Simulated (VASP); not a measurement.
# AlAs (F-43m) in VASP: notebook

Runs on AlAs. Level: PBEsol. Tasks: single point, relaxation of cell and atoms.

All numbers are computed with VASP 6.6.1; they aren't measurements. Logs are shortened: lines on timing, memory, paths and dates and some standing lists are left out, and cuts for length are marked.

### 1 The cell of the first run

Symmetry: F-43m, No. 216, cubic system. Conventional cell: a = 5.676 Å, b = 5.676 Å, c = 5.676 Å, α = 90.00°, β = 90.00°, γ = 90.00°. Al (site symmetry -43m) has 4 As at 2.46 Å within 3.2 Å. As (site symmetry -43m) has 4 Al at 2.46 Å within 3.2 Å.

### 2 Single point, PBEsol

Input file INCAR:

```
SYSTEM = AlAs
PREC = Accurate
ENCUT = 500
EDIFF = 1E-6
ISMEAR = 0
SIGMA = 0.02
LREAL = .False.
LASPH = .True.
NELM = 120
ALGO = Normal
ISIF = 2
LWAVE = .False.
LCHARG = .False.
GGA = PS
NBANDS = 11
GGA_COMPAT = .False.
```

Input file KPOINTS:

```
regular mesh
0
Gamma
  8 8 8
  0 0 0
```

Input file POSCAR:

```
AlAs
1.0
    0.0000000000      2.8379008000      2.8379008000
    2.8379008000      0.0000000000      2.8379008000
    2.8379008000      2.8379008000      0.0000000000
Al As
1 1
Direct
    0.0000000000      0.0000000000      0.0000000000
    0.2500000000      0.2500000000      0.2500000000
```

Potentials or basis: VASP PAW PBE potentials, release 64 (Al, As).

Launch:

```console
cat potpaw_PBE.64/Al/POTCAR potpaw_PBE.64/As/POTCAR > POTCAR
mpirun -np 1 vasp_std > vasp.out
```

OUTCAR:

```text
SYSTEM = AlAs
   PREC = Accurate
   ENCUT = 500
   EDIFF = 1E-6
   ISMEAR = 0
   LREAL = .False.
   LASPH = .True.
   NELM = 120
   ISIF = 2
   GGA = PS

 ion  position               nearest neighbor table
   1  0.000  0.000  0.000-   2 2.46   2 2.46   2 2.46   2 2.46
   2  0.250  0.250  0.250-   1 2.46   1 2.46   1 2.46   1 2.46

  LATTYP: Found a face centered cubic cell.
 ALAT       =     5.6758016000

  Lattice vectors:

 A1 = (   0.0000000000,   2.8379008000,   2.8379008000)
 A2 = (   2.8379008000,   0.0000000000,   2.8379008000)
 A3 = (   2.8379008000,   2.8379008000,   0.0000000000)

Analysis of symmetry for initial positions (statically):
=====================================================================
 Subroutine PRICEL returns:
 Original cell was already a primitive cell.

 Routine SETGRP: Setting up the symmetry group for a
 face centered cubic supercell.

 Subroutine GETGRP returns: Found 24 space group operations
 (whereof 24 operations were pure point group operations)
 out of a pool of 48 trial point group operations.

The static configuration has the point symmetry T_d .

Analysis of symmetry for dynamics (positions and initial velocities):
=====================================================================
 Subroutine PRICEL returns:
 Original cell was already a primitive cell.

 Routine SETGRP: Setting up the symmetry group for a
 face centered cubic supercell.

 Subroutine GETGRP returns: Found 24 space group operations
 (whereof 24 operations were pure point group operations)
 out of a pool of 48 trial point group operations.

The dynamic configuration has the point symmetry T_d .

 Subroutine INISYM returns: Found 24 space group operations
 (whereof 24 operations are pure point group operations),
 and found     1 'primitive' translations

----------------------------------------------------------------------------------------

                                     Primitive cell

  volume of cell :      45.7111

  direct lattice vectors                    reciprocal lattice vectors
     0.000000000  2.837900800  2.837900800    -0.176186567  0.176186567  0.176186567
     2.837900800  0.000000000  2.837900800     0.176186567 -0.176186567  0.176186567
     2.837900800  2.837900800  0.000000000     0.176186567  0.176186567 -0.176186567

  length of vectors
     4.013397800  4.013397800  4.013397800     0.305164086  0.305164086  0.305164086

  position of ions in fractional coordinates (direct lattice)
     0.000000000  0.000000000  0.000000000
     0.250000000  0.250000000  0.250000000

  ion indices of the primitive-cell ions
   primitive index   ion index
                 1           1
                 2           2

----------------------------------------------------------------------------------------

 KPOINTS: regular mesh

Automatic generation of k-mesh.
 Grid dimensions read from file:
 generate k-points for:    8    8    8

 Generating k-lattice:

  Cartesian coordinates                     Fractional coordinates (reciprocal lattice)
    -0.022023321  0.022023321  0.022023321     0.125000000  0.000000000  0.000000000
     0.022023321 -0.022023321  0.022023321     0.000000000  0.125000000  0.000000000
     0.022023321  0.022023321 -0.022023321     0.000000000  0.000000000  0.125000000

  Length of vectors
     0.038145511  0.038145511  0.038145511

  Shift w.r.t. Gamma in fractional coordinates (k-lattice)
     0.000000000  0.000000000  0.000000000

 Subroutine IBZKPT returns following result:
 ===========================================

 Found     29 irreducible k-points:

 Following reciprocal coordinates:
            Coordinates               Weight
  0.000000  0.000000  0.000000      1.000000
  0.125000  0.000000  0.000000      8.000000
  0.250000  0.000000  0.000000      8.000000
  0.375000  0.000000  0.000000      8.000000
  0.500000  0.000000  0.000000      4.000000
  0.125000  0.125000  0.000000      6.000000
[... 16 lines left out ...]
  0.500000  0.250000  0.125000     48.000000
 -0.375000  0.250000  0.125000     24.000000
 [... further k-points ...]
   k-points           NKPTS =     29   k-points in BZ     NKDIM =     29   number of bands    NBANDS=     11
   number of dos      NEDOS =    301   number of ions     NIONS =      2
   total plane-waves  NPLWV =  27000
   dimension x,y,z NGX =    30 NGY =   30 NGZ =   30
   dimension x,y,z NGXF=    60 NGYF=   60 NGZF=   60
   ions per type =               1   1
   NGX,Y,Z   is equivalent  to a cutoff of  12.43, 12.43, 12.43 a.u.
   NGXF,Y,Z  is equivalent  to a cutoff of  24.85, 24.85, 24.85 a.u.
 SYSTEM =  AlAs
   PREC   = accura    normal or accurate (medium, high low for compatibility)
   ISTART =      0    job   : 0-new  1-cont  2-samecut
   ICHARG =      2    charge: 1-file 2-atom 10-const
   ISPIN  =      1    spin polarized calculation?
   LNONCOLLINEAR =      F non collinear calculations
   LSORBIT =      F    spin-orbit coupling
   LASPH  =      T    aspherical Exc in radial PAW
   ENCUT  =  500.0 eV  36.75 Ry    6.06 a.u.   7.32  7.32  7.32*2*pi/ulx,y,z
   NELM   =    120;   NELMIN=  2; NELMDL= -5     # of ELM steps
   EDIFF  = 0.1E-05   stopping-criterion for ELM
   LREAL  =      F    real-space projection
   EDIFFG = 0.1E-04   stopping-criterion for IOM
   NSW    =      0    number of steps for IOM
   IBRION =     -1    ionic relax: 0-MD 1-quasi-New 2-CG
   NFREE  =      0    steps in history (QN), initial steepest desc. (CG)
   ISIF   =      2    stress and relaxation
   ISYM   =      2    0-nonsym 1-usesym 2-fastsym
   POTIM  = 0.5000    time-step for ionic-motion
   TEBEG  =    0.0;   TEEND  =   0.0 temperature during run
   PSTRESS=    0.0 pullay stress
   NELECT =       8.0000    total number of electrons
   NUPDOWN=      -1.0000    fix difference up-down
   EMIN   =  10.00;   EMAX   =-10.00  energy-range for DOS
   EFERMI =   0.00;   METHOD = LEGACY
   ISMEAR =     0;   SIGMA  =   0.02  broadening in eV -4-tet -1-fermi 0-gaus
   EFERMI_NEDOS =   21; number of points for ismear=-14 and -15
   IALGO  =     38    algorithm
   IMIX   =      4    mixing-type and parameters
     AMIX     =   0.40;   BMIX     =  1.00
     AMIX_MAG =   1.60;   BMIX_MAG =  1.00
  volume/ion in A,a.u.               =      22.86       154.24
  Fermi-wavevector in a.u.,A,eV,Ry     =   0.915723  1.730466 11.409155  0.838549
  Thomas-Fermi vector in A             =   2.040497
   LORBIT       =      0    0 simple, 1 ext, 2 COOP (PROOUT), +10 PAW based schemes
   GGA     = PS    functional components
   LHFCALC =     F    Hartree Fock is set to
   AEXX    =    0.0000 exact exchange contribution
   IVDW    =     0    specifies the selected vdW correction
   LEPSILON=     F    determine dielectric tensor
   LRPA    =     F    only Hartree local field effects (RPA)
 non-spin polarized calculation
 Gauss-broadening in eV      SIGMA  =   0.02
  energy-cutoff  :      500.00
  volume of cell :       45.71
 maximum number of plane-waves:      1211
 NGX is ok and might be reduce to    30
   NGX = 15   NGY = 15   NGZ = 15

 number of electron       8.0000000 magnetization

 Free energy of the ion-electron system (eV)
  ---------------------------------------------------
  ext. energy  EPLUGINS =         0.00000000
  ---------------------------------------------------
  free energy    TOTEN  =       -10.06473302 eV

  energy without entropy =      -10.06473302  energy(sigma->0) =      -10.06473302

 E-fermi :   3.8195     XC(G=0):  -9.1651

 val. band max:        3.7349570444   @ k =   0.0000   0.0000   0.0000
 cond. band min:       5.0675669468   @ k =   0.5000   0.5000   0.0000
 fundamental gap:      1.3326099024
 Fermi energy:         3.8194707036

 k-point     1 :       0.0000    0.0000    0.0000
  band No.  band energies     occupation
      1      -8.1077      2.00000
      2       3.7350      2.00000
      3       3.7350      2.00000
      4       3.7350      2.00000
      5       5.6529      0.00000
      6       7.9844      0.00000
      7       7.9844      0.00000
      8       7.9844      0.00000
      9      12.4023      0.00000
     10      12.7096      0.00000
     11      12.7096      0.00000

 k-point     2 :       0.1250    0.0000    0.0000
  band No.  band energies     occupation
      1      -7.9558      2.00000
      2       2.2918      2.00000
      3       3.5745      2.00000
      4       3.5745      2.00000
      5       6.4259      0.00000
      6       8.2648      0.00000
      7       8.2648      0.00000
      8       8.3619      0.00000
      9      12.0851      0.00000
     10      12.0851      0.00000
     11      13.1322      0.00000

 k-point     3 :       0.2500    0.0000    0.0000
  band No.  band energies     occupation
      1      -7.5343      2.00000
      2       0.3393      2.00000
      3       3.2584      2.00000
      4       3.2584      2.00000
      5       6.2602      0.00000
      6       8.6001      0.00000
      7       8.6001      0.00000
      8      10.0681      0.00000
      9      11.9742      0.00000
     10      11.9742      0.00000
     11      12.9408      0.00000

 k-point     4 :       0.3750    0.0000    0.0000
  band No.  band energies     occupation
      1      -6.9895      2.00000
      2      -1.2010      2.00000
      3       3.0062      2.00000
      4       3.0062      2.00000
      5       5.9163      0.00000
      6       8.4789      0.00000
      7       8.4789      0.00000
      8      11.2771      0.00000
      9      13.2683      0.00000
     10      13.2683      0.00000
     11      13.3016      0.00000

 k-point     5 :       0.5000    0.0000    0.0000
  band No.  band energies     occupation
      1      -6.6986      2.00000
      2      -1.8328      2.00000
      3       2.9147      2.00000
      4       2.9147      2.00000
      5       5.7866      0.00000
      6       8.3605      0.00000
      7       8.3605      0.00000
      8      11.2976      0.00000
      9      14.7313      0.00000
     10      15.2025      0.00000
     11      15.2025      0.00000
[... 211 lines left out ...]
 k-point    21 :       0.5000    0.5000    0.0000
  band No.  band energies     occupation
      1      -6.1554      2.00000
      2      -1.6807      2.00000
      3       1.5664      2.00000
      4       1.5664      2.00000
      5       5.0676      0.00000
      6       5.9515      0.00000
      7      13.9559      0.00000
      8      13.9559      0.00000
      9      15.3169      0.00000
     10      16.2355      0.00000
     11      16.2355      0.00000

 k-point    22 :       0.3750    0.2500    0.1250
  band No.  band energies     occupation
      1      -7.1820      2.00000
      2      -0.0345      2.00000
      3       1.7778      2.00000
      4       2.7599      2.00000
      5       7.2568      0.00000
      6       7.9296      0.00000
      7       8.9517      0.00000
      8      10.2002      0.00000
      9      11.8216      0.00000
     10      14.0735      0.00000
     11      15.6240      0.00000

 k-point    23 :       0.5000    0.2500    0.1250
  band No.  band energies     occupation
      1      -6.6920      2.00000
      2      -1.0410      2.00000
      3       1.1899      2.00000
      4       2.3771      2.00000
      5       7.3371      0.00000
      6       8.1127      0.00000
      7       9.4378      0.00000
      8      10.5290      0.00000
      9      12.9753      0.00000
     10      14.1788      0.00000
     11      15.7583      0.00000

 k-point    24 :      -0.3750    0.2500    0.1250
  band No.  band energies     occupation
      1      -6.4390      2.00000
      2      -1.5180      2.00000
      3       1.0382      2.00000
      4       2.1936      2.00000
      5       7.3279      0.00000
      6       7.8906      0.00000
      7      10.3468      0.00000
      8      11.2776      0.00000
      9      11.9995      0.00000
     10      14.6204      0.00000
     11      15.8834      0.00000

 [... further k-points ...]

------------------------ aborting loop because EDIFF is reached ----------------------------------------

  FORCE on cell =-STRESS in cart. coord.  units (eV):
  Direction    XX          YY          ZZ          XY          YZ          ZX
  --------------------------------------------------------------------------------------
  -------------------------------------------------------------------------------------
  Total        0.0646606      0.0646606      0.0646606      0.0000000      0.0000000      0.0000000
  in kB        2.2663572      2.2663572      2.2663572      0.0000000      0.0000000      0.0000000
  external PRESSURE =       2.2663572 kB  Pullay stress =       0.0000000 kB

 VOLUME and BASIS-vectors are now :
 -----------------------------------------------------------------------------
  energy-cutoff  :      500.00
  volume of cell :       45.71
      direct lattice vectors                 reciprocal lattice vectors
     0.000000000  2.837900800  2.837900800    -0.176186567  0.176186567  0.176186567
     2.837900800  0.000000000  2.837900800     0.176186567 -0.176186567  0.176186567
     2.837900800  2.837900800  0.000000000     0.176186567  0.176186567 -0.176186567

 POSITION                                       TOTAL-FORCE (eV/Angst)
 -----------------------------------------------------------------------------------
      0.00000      0.00000      0.00000        -0.000000     -0.000000     -0.000000
      1.41895      1.41895      1.41895         0.000000      0.000000      0.000000
 -----------------------------------------------------------------------------------
    total drift:                                0.000000      0.000000     -0.000000

  FREE ENERGIE OF THE ION-ELECTRON SYSTEM (eV)
  ---------------------------------------------------
  free  energy   TOTEN  =       -10.0647330216 eV

  energy  without entropy=      -10.0647330216  energy(sigma->0) =      -10.06473302
```

Wall time 16 s (1 thread of Intel Xeon 6975P-C, shared host); peak memory 0.17 GiB.

Results:

* Free energy: -10.0647 eV
* Pressure: 0.2 GPa
* Band gap on the k mesh: 1.33 eV, indirect (least direct gap 1.92 eV)

Caveat: the PAW data sets were made with another functional, which shifts forces and pressure a little.

### 3 Relaxation of cell and atoms, PBEsol

Input file INCAR:

```
PREC = Accurate
ENCUT = 500
EDIFF = 1E-7
ISMEAR = 0
SIGMA = 0.02
LREAL = F
LASPH = T
NELM = 120
ALGO = Normal
ISIF = 3
LWAVE = F
LCHARG = F
GGA = PS
IBRION = 2
NSW = 100
EDIFFG = -0.005
GGA_COMPAT = F
NELMIN = 4
```

Input file KPOINTS:

```
Automatic mesh
0
Gamma
  8 8 8
```

POSCAR is that of step 2.

Potentials or basis: VASP PAW PBE potentials, release 64 (Al, As).

Launch:

```console
cat potpaw_PBE.64/Al/POTCAR potpaw_PBE.64/As/POTCAR > POTCAR
mpirun -np 1 vasp_std > vasp.out
```

OUTCAR:

```text
PREC = Accurate
   ENCUT = 500
   EDIFF = 1E-7
   ISMEAR = 0
   LREAL = F
   LASPH = T
   NELM = 120
   ISIF = 3
   GGA = PS
   IBRION = 2
   NSW = 100
   EDIFFG = -0.005
   NELMIN = 4

 ion  position               nearest neighbor table
   1  0.000  0.000  0.000-   2 2.46   2 2.46   2 2.46   2 2.46
   2  0.250  0.250  0.250-   1 2.46   1 2.46   1 2.46   1 2.46

  LATTYP: Found a face centered cubic cell.
 ALAT       =     5.6758016000

  Lattice vectors:

 A1 = (   0.0000000000,   2.8379008000,   2.8379008000)
 A2 = (   2.8379008000,   0.0000000000,   2.8379008000)
 A3 = (   2.8379008000,   2.8379008000,   0.0000000000)

Analysis of symmetry for initial positions (statically):
=====================================================================
 Subroutine PRICEL returns:
[... 252 lines left out ...]

  energy without entropy =      -10.06483315  energy(sigma->0) =      -10.06483315

 E-fermi :   3.7930     XC(G=0):  -9.1531

 val. band max:        3.7087743541   @ k =   0.0000   0.0000   0.0000
 cond. band min:       5.0468625000   @ k =   0.5000   0.5000   0.0000
 fundamental gap:      1.3380881459
 Fermi energy:         3.7930313478

 k-point     1 :       0.0000    0.0000    0.0000
  band No.  band energies     occupation
      1      -8.1166      2.00000
      2       3.7088      2.00000
      3       3.7088      2.00000
      4       3.7088      2.00000
      5       5.6027      0.00000
      6       7.9531      0.00000
      7       7.9531      0.00000
      8       7.9531      0.00000
[... 243 lines left out ...]
 k-point    24 :      -0.3750    0.2500    0.1250
  band No.  band energies     occupation
      1      -6.4565      2.00000
      2      -1.5326      2.00000
      3       1.0199      2.00000
      4       2.1727      2.00000
      5       7.2945      0.00000
      6       7.8612      0.00000
      7      10.3084      0.00000
      8      11.2391      0.00000

 [... further k-points ...]
[... 5 lines left out ...]
  --------------------------------------------------------------------------------------
  -------------------------------------------------------------------------------------
  Total        0.0009015      0.0009015      0.0009015     -0.0000000     -0.0000000     -0.0000000
  in kB        0.0314996      0.0314996      0.0314996     -0.0000000     -0.0000000     -0.0000000
  external PRESSURE =       0.0314996 kB  Pullay stress =       0.0000000 kB
[... 17 lines left out ...]
  FREE ENERGIE OF THE ION-ELECTRON SYSTEM (eV)
  ---------------------------------------------------
  free  energy   TOTEN  =       -10.0648331480 eV

  energy  without entropy=      -10.0648331480  energy(sigma->0) =      -10.06483315

 reached required accuracy - stopping structural energy minimisation
```

OSZICAR:

```text
N       E                     dE             d eps       ncg     rms          rms(c)
DAV:   1     0.113781837637E+02    0.11378E+02   -0.30317E+03   472   0.721E+02
DAV:   2    -0.983570056187E+01   -0.21214E+02   -0.20916E+02   648   0.850E+01
DAV:   3    -0.103284700692E+02   -0.49277E+00   -0.49277E+00   560   0.176E+01
[... 20 lines left out ...]
DAV:   1    -0.100648635945E+02   -0.56395E-04   -0.79827E-04   520   0.160E-01    0.268E-02
DAV:   2    -0.100648387668E+02    0.24828E-04   -0.52950E-05   560   0.404E-02    0.125E-02
DAV:   3    -0.100648333320E+02    0.54348E-05   -0.22648E-05   512   0.237E-02    0.465E-03
DAV:   4    -0.100648331141E+02    0.21793E-06   -0.82869E-07   504   0.567E-03    0.261E-03
DAV:   5    -0.100648331480E+02   -0.33955E-07   -0.97203E-08   272   0.189E-03
   3 F= -.10064833E+02 E0= -.10064833E+02  d E =-.100095E-03
```

CONTCAR:

```text
AlAs
   1.00000000000000
     0.0000000000000000    2.8408350837563083    2.8408350837563083
     2.8408350837563083    0.0000000000000000    2.8408350837563083
     2.8408350837563083    2.8408350837563083   -0.0000000000000000
  Al              As
     1     1
Direct
     0.0000000000000000    0.0000000000000000    0.0000000000000000
     0.2500000000000000    0.2500000000000000    0.2500000000000000

  0.00000000E+00  0.00000000E+00  0.00000000E+00
  0.00000000E+00  0.00000000E+00  0.00000000E+00
```

Run time: 17 s. Hardware: 1 thread of Intel Xeon 6975P-C, shared host; peak memory 0.17 GiB.

What came out:

```
Free energy                            : -10.0648 eV
Relaxed volume                         : 22.93 Å³/atom
Relaxed cell                           : a = 4.018 Å, b = 4.018 Å, c = 4.018 Å, α = 60.00°, β = 60.00°, γ = 60.00°
Space group after relaxing (to 0.05 Å) : F-43m (No. 216)
Energy gained by relaxing              : 0.1 meV/atom
Ionic steps                            : 3
Pressure after relaxing                : 0.0 GPa
Band gap on the k mesh                 : 1.34 eV, indirect (least direct gap 1.89 eV)
```

Step by step:
| step | energy change (eV) | largest force (eV/Å) | pressure (GPa) | volume (Å³) |
| --- | --- | --- | --- | --- |
| 1 | 0.0000 | 0.0000 | 0.23 | 45.71 |
| 2 | -0.0001 | 0.0000 | -0.11 | 45.93 |
| 3 | -0.0001 | 0.0000 | 0.00 | 45.85 |

Final structure:
```cif
data_structure
_symmetry_space_group_name_H-M 'P 1'
_symmetry_Int_Tables_number 1
_cell_length_a 4.0175
_cell_length_b 4.0175
_cell_length_c 4.0175
_cell_angle_alpha 60.000
_cell_angle_beta 60.000
_cell_angle_gamma 60.000
_cell_volume 45.85
loop_
_atom_site_label
_atom_site_type_symbol
_atom_site_fract_x
_atom_site_fract_y
_atom_site_fract_z
_atom_site_occupancy
Al1 Al 0.00000 0.00000 0.00000 1
As1 As 0.25000 0.25000 0.25000 1
```

Levels at points of the mesh, in eV from the valence-band top:
| k point | band 1 | band 2 | band 3 | band 4 | band 5 | band 6 | band 7 | band 8 |
| --- | --- | --- | --- | --- | --- | --- | --- | --- |
| (0.00, 0.00, 0.00) | -11.83 | 0.00 | 0.00 | 0.00 | 1.89 | 4.24 | 4.24 | 4.24 |
| (0.50, 0.00, 0.00) | -10.42 | -5.55 | -0.82 | -0.82 | 2.04 | 4.62 | 4.62 | 7.56 |
| (0.50, 0.50, 0.00) | -9.88 | -5.40 | -2.16 | -2.16 | 1.34 | 2.22 | 10.20 | 10.20 |

Caveat: the PAW data sets were made with another functional, which shifts forces and pressure a little. A k mesh can miss the band edges.
